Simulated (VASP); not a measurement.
# InSb in VASP: further runs

Runs on InSb. Level: LDA. Tasks: electric field gradients.

Program: VASP 6.6.1. These are calculated values, not measurements. Logs are shortened: lines on timing, memory, paths and dates and some standing lists are left out, and cuts for length are marked.

### 1 The cell of the first run

The structure is tetragonal, space group I-4m2 (No. 119). The conventional cell has a = 4.535 Å, b = 4.535 Å, c = 6.478 Å, α = 90.00°, β = 90.00°, γ = 90.00°. Within 3.7 Å of In (site symmetry -4m2) lie 4 Sb at 2.79 Å. Sb (site symmetry -4m2) has 4 In at 2.79 Å within 3.7 Å.

### 2 Electric field gradients, LDA (equal xx and yy strain of -1 %)

Input file INCAR:

```
PREC     = Accurate       # precision mode
ENCUT    = 520            # plane-wave cutoff, eV
EDIFF    = 1E-8           # SCF threshold, eV
ISMEAR   = -1             # smearing method
SIGMA    = 0.03           # smearing width, eV
LREAL    = False          # projectors in reciprocal space
LASPH    = True           # aspherical terms in the spheres
NELM     = 80             # most SCF steps
ALGO     = Normal         # electronic algorithm
ISIF     = 2              # what is computed and relaxed
LWAVE    = False          # write WAVECAR
LCHARG   = False          # write CHGCAR
LEFG     = True         
NBANDS   = 16             # bands
```

Input file KPOINTS:

```
regular mesh
0
Gamma
  10 10 10
```

Input file POSCAR:

```
InSb
1.0
    0.0000000000      3.2067090000      3.2391000000
    3.2067090000      0.0000000000      3.2391000000
    3.2067090000      3.2067090000      0.0000000000
In Sb
1 1
Direct
    0.0000000000      0.0000000000      0.0000000000
    0.7500000000      0.7500000000      0.7500000000
```

Potentials or basis: VASP PAW LDA potentials, release 64 (In_d, Sb).

Command:

```
$ cat potpaw_LDA.64/In_d/POTCAR potpaw_LDA.64/Sb/POTCAR > POTCAR
$ mpirun -np 1 vasp_std > vasp.out
```

OUTCAR:

```text
PREC = Accurate
   ENCUT = 520
   EDIFF = 1E-8
   ISMEAR = -1
   LREAL = False
   LASPH = True
   NELM = 80
   ISIF = 2

 ion  position               nearest neighbor table
   1  0.000  0.000  0.000-   2 2.79   2 2.79   2 2.79   2 2.79
   2  0.750  0.750  0.750-   1 2.79   1 2.79   1 2.79   1 2.79

  LATTYP: Found a body centered tetragonal cell.
 ALAT       =     4.5349713584
 C/A-ratio  =     1.4284985479

  Lattice vectors:

 A1 = (  -3.2067090000,   0.0000000000,   3.2391000000)
 A2 = (   3.2067090000,   0.0000000000,   3.2391000000)
 A3 = (   0.0000000000,   3.2067090000,  -3.2391000000)

Analysis of symmetry for initial positions (statically):
=====================================================================
 Subroutine PRICEL returns:
 Original cell was already a primitive cell.

 Routine SETGRP: Setting up the symmetry group for a
 body centered tetragonal supercell.

 Subroutine GETGRP returns: Found  8 space group operations
 (whereof  8 operations were pure point group operations)
 out of a pool of 16 trial point group operations.

The static configuration has the point symmetry D_2d.

Analysis of symmetry for dynamics (positions and initial velocities):
=====================================================================
 Subroutine PRICEL returns:
 Original cell was already a primitive cell.

 Routine SETGRP: Setting up the symmetry group for a
 body centered tetragonal supercell.

 Subroutine GETGRP returns: Found  8 space group operations
 (whereof  8 operations were pure point group operations)
 out of a pool of 16 trial point group operations.

The dynamic configuration has the point symmetry D_2d.

 Subroutine INISYM returns: Found  8 space group operations
 (whereof  8 operations are pure point group operations),
 and found     1 'primitive' translations

----------------------------------------------------------------------------------------

                                     Primitive cell

  volume of cell :      66.6152

  direct lattice vectors                    reciprocal lattice vectors
     0.000000000  3.206709000  3.239100000    -0.155923097  0.155923097  0.154363867
     3.206709000  0.000000000  3.239100000     0.155923097 -0.155923097  0.154363867
     3.206709000  3.206709000  0.000000000     0.155923097  0.155923097 -0.154363867

  length of vectors
     4.557932801  4.557932801  4.534971358     0.269169515  0.269169515  0.269169515

  position of ions in fractional coordinates (direct lattice)
     0.000000000  0.000000000  0.000000000
     0.750000000  0.750000000  0.750000000

  ion indices of the primitive-cell ions
   primitive index   ion index
                 1           1
                 2           2

----------------------------------------------------------------------------------------

 KPOINTS: regular mesh

Automatic generation of k-mesh.
 Grid dimensions read from file:
 generate k-points for:   10   10   10

 Generating k-lattice:

  Cartesian coordinates                     Fractional coordinates (reciprocal lattice)
    -0.015592310  0.015592310  0.015436387     0.100000000 -0.000000000  0.000000000
     0.015592310 -0.015592310  0.015436387    -0.000000000  0.100000000  0.000000000
     0.015592310  0.015592310 -0.015436387     0.000000000  0.000000000  0.100000000

  Length of vectors
     0.026916952  0.026916952  0.026916952

  Shift w.r.t. Gamma in fractional coordinates (k-lattice)
     0.000000000  0.000000000  0.000000000

 Subroutine IBZKPT returns following result:
 ===========================================

 Found    102 irreducible k-points:

 Following reciprocal coordinates:
            Coordinates               Weight
  0.000000  0.000000  0.000000      1.000000
  0.100000 -0.000000  0.000000      8.000000
  0.200000 -0.000000  0.000000      8.000000
  0.300000  0.000000  0.000000      8.000000
  0.400000  0.000000  0.000000      8.000000
  0.500000  0.000000  0.000000      4.000000
[... 16 lines left out ...]
  0.300000  0.300000  0.000000      2.000000
  0.400000  0.300000  0.000000      8.000000
 [... further k-points ...]
   k-points           NKPTS =    102   k-points in BZ     NKDIM =    102   number of bands    NBANDS=     16
   number of dos      NEDOS =    301   number of ions     NIONS =      2
   total plane-waves  NPLWV =  46656
   dimension x,y,z NGX =    36 NGY =   36 NGZ =   36
   dimension x,y,z NGXF=    72 NGYF=   72 NGZF=   72
   ions per type =               1   1
   NGX,Y,Z   is equivalent  to a cutoff of  13.13, 13.13, 13.20 a.u.
   NGXF,Y,Z  is equivalent  to a cutoff of  26.26, 26.26, 26.39 a.u.
 SYSTEM =  unknown system
   PREC   = accura    normal or accurate (medium, high low for compatibility)
   ISTART =      0    job   : 0-new  1-cont  2-samecut
   ICHARG =      2    charge: 1-file 2-atom 10-const
   ISPIN  =      1    spin polarized calculation?
   LNONCOLLINEAR =      F non collinear calculations
   LSORBIT =      F    spin-orbit coupling
   LASPH  =      T    aspherical Exc in radial PAW
   ENCUT  =  520.0 eV  38.22 Ry    6.18 a.u.   8.47  8.47  8.43*2*pi/ulx,y,z
   NELM   =     80;   NELMIN=  2; NELMDL= -5     # of ELM steps
   EDIFF  = 0.1E-07   stopping-criterion for ELM
   LREAL  =      F    real-space projection
   EDIFFG = 0.1E-06   stopping-criterion for IOM
   NSW    =      0    number of steps for IOM
   IBRION =     -1    ionic relax: 0-MD 1-quasi-New 2-CG
   NFREE  =      0    steps in history (QN), initial steepest desc. (CG)
   ISIF   =      2    stress and relaxation
   ISYM   =      2    0-nonsym 1-usesym 2-fastsym
   POTIM  = 0.5000    time-step for ionic-motion
   TEBEG  =    0.0;   TEEND  =   0.0 temperature during run
   PSTRESS=    0.0 pullay stress
   NELECT =      18.0000    total number of electrons
   NUPDOWN=      -1.0000    fix difference up-down
   EMIN   =  10.00;   EMAX   =-10.00  energy-range for DOS
   EFERMI =   0.00;   METHOD = LEGACY
   ISMEAR =    -1;   SIGMA  =   0.03  broadening in eV -4-tet -1-fermi 0-gaus
   EFERMI_NEDOS =   21; number of points for ismear=-14 and -15
   IALGO  =     38    algorithm
   IMIX   =      4    mixing-type and parameters
     AMIX     =   0.40;   BMIX     =  1.00
     AMIX_MAG =   1.60;   BMIX_MAG =  1.00
  volume/ion in A,a.u.               =      33.31       224.77
  Fermi-wavevector in a.u.,A,eV,Ry     =   1.058379  2.000046 15.240783  1.120166
  Thomas-Fermi vector in A             =   2.193686
   LORBIT       =      0    0 simple, 1 ext, 2 COOP (PROOUT), +10 PAW based schemes
   GGA     = CA    functional components
   LHFCALC =     F    Hartree Fock is set to
   AEXX    =    0.0000 exact exchange contribution
   IVDW    =     0    specifies the selected vdW correction
   LEPSILON=     F    determine dielectric tensor
   LRPA    =     F    only Hartree local field effects (RPA)
 non-spin polarized calculation
  energy-cutoff  :      520.00
  volume of cell :       66.62
 maximum number of plane-waves:      1832
 NGX is ok and might be reduce to    36
   NGX = 17   NGY = 17   NGZ = 17

 number of electron      17.9999998 magnetization

 Free energy of the ion-electron system (eV)
  ---------------------------------------------------
  ext. energy  EPLUGINS =         0.00000000
  ---------------------------------------------------
  free energy    TOTEN  =        -8.21437751 eV

  energy without entropy =       -8.21424538  energy(sigma->0) =       -8.21431144

 E-fermi :   5.1391     XC(G=0):  -9.0783

 val. band max:        5.1279303300   @ k =   0.0000   0.0000   0.0000
 cond. band min:       5.5663223632   @ k =   0.5000   0.0000   0.0000
 fundamental gap:      0.4383920332
 Fermi energy:         5.1391106161

 k-point     1 :       0.0000    0.0000    0.0000
  band No.  band energies     occupation
      1      -9.4950      2.00000
      2      -9.4932      2.00000
      3      -9.4932      2.00000
      4      -9.4010      2.00000
      5      -9.4002      2.00000
      6      -5.7940      2.00000
[... 8 lines left out ...]
     15      13.3334      0.00000
     16      13.4858      0.00000
[... 419 lines left out ...]
 k-point    24 :       0.4000    0.3000    0.0000
  band No.  band energies     occupation
      1      -9.5651      2.00000
      2      -9.4573      2.00000
      3      -9.4561      2.00000
      4      -9.4150      2.00000
      5      -9.3944      2.00000
      6      -4.3901      2.00000
[... 8 lines left out ...]
     15      14.7328      0.00000
     16      15.0926      0.00000

 [... further k-points ...]

------------------------ aborting loop because EDIFF is reached ----------------------------------------

  FORCE on cell =-STRESS in cart. coord.  units (eV):
  Direction    XX          YY          ZZ          XY          YZ          ZX
  --------------------------------------------------------------------------------------
  -------------------------------------------------------------------------------------
  Total        0.2166540      0.2166540      0.0935139      0.0000000      0.0000000      0.0000000
  in kB        5.2107931      5.2107931      2.2491229      0.0000000      0.0000000      0.0000000
  external PRESSURE =       4.2235697 kB  Pullay stress =       0.0000000 kB

 VOLUME and BASIS-vectors are now :
 -----------------------------------------------------------------------------
  energy-cutoff  :      520.00
  volume of cell :       66.62
      direct lattice vectors                 reciprocal lattice vectors
     0.000000000  3.206709000  3.239100000    -0.155923097  0.155923097  0.154363867
     3.206709000  0.000000000  3.239100000     0.155923097 -0.155923097  0.154363867
     3.206709000  3.206709000  0.000000000     0.155923097  0.155923097 -0.154363867

 POSITION                                       TOTAL-FORCE (eV/Angst)
 -----------------------------------------------------------------------------------
      0.00000      0.00000      0.00000        -0.000000      0.000000      0.000000
      4.81006      4.81006      4.85865         0.000000     -0.000000     -0.000000
 -----------------------------------------------------------------------------------
    total drift:                               -0.000000     -0.000000      0.000000

  FREE ENERGIE OF THE ION-ELECTRON SYSTEM (eV)
  ---------------------------------------------------
  free  energy   TOTEN  =        -8.2143775120 eV

  energy  without entropy=       -8.2142453752  energy(sigma->0) =       -8.21431144

 Electric field gradients (V/A^2)
---------------------------------------------------------------------
 ion       V_xx      V_yy      V_zz      V_xy      V_xz      V_yz
---------------------------------------------------------------------
   1       1.413     1.413    -2.827     0.001     0.001     0.001
   2      -1.152    -1.152     2.304    -0.000    -0.000    -0.000
---------------------------------------------------------------------

 Electric field gradients after diagonalization (V/A^2)
 (convention: |V_zz| > |V_xx| > |V_yy|)
----------------------------------------------------------------------
 ion       V_xx      V_yy      V_zz     asymmetry (V_yy - V_xx)/ V_zz
----------------------------------------------------------------------
   1       1.414     1.413    -2.827       0.000
   2      -1.152    -1.152     2.304       0.000
----------------------------------------------------------------------

           NMR quadrupolar parameters

 Cq : quadrupolar parameter    Cq=e*Q*V_zz/h
 eta: asymmetry parameters     (V_yy - V_xx)/ V_zz
 Q  : nuclear electric quadrupole moment in mb (millibarn)
----------------------------------------------------------------------
 ion       Cq(MHz)       eta       Q (mb)
----------------------------------------------------------------------
   1      -0.007       0.000       1.000
   2       0.006       0.000       1.000
----------------------------------------------------------------------
```

Run time: 2.1 min. Hardware: 1 thread of Intel Xeon Platinum 8375C at 2.90GHz (Ice Lake), shared host; peak memory 0.26 GiB.

What came out:

```
Free energy            : -8.2144 eV
Pressure               : 0.4 GPa
Band gap on the k mesh : zero (filled and empty bands touch)
```

Electric field gradients, principal values (V/Å²):
| atom | least | middle | greatest (by size) |
| --- | --- | --- | --- |
| 1 In | 1.413 | 1.414 | -2.827 |
| 2 Sb | -1.152 | -1.152 | 2.304 |

Caveat: the cell differs from its parent crystal (equal xx and yy strain of -1 %); without QUAD_EFG the Cq values of the log hold for a quadrupole moment of 1 mb, not for the nuclei; spin-orbit coupling is left out, which moves the levels of the heavy elements.

[end of part 1 of 3]
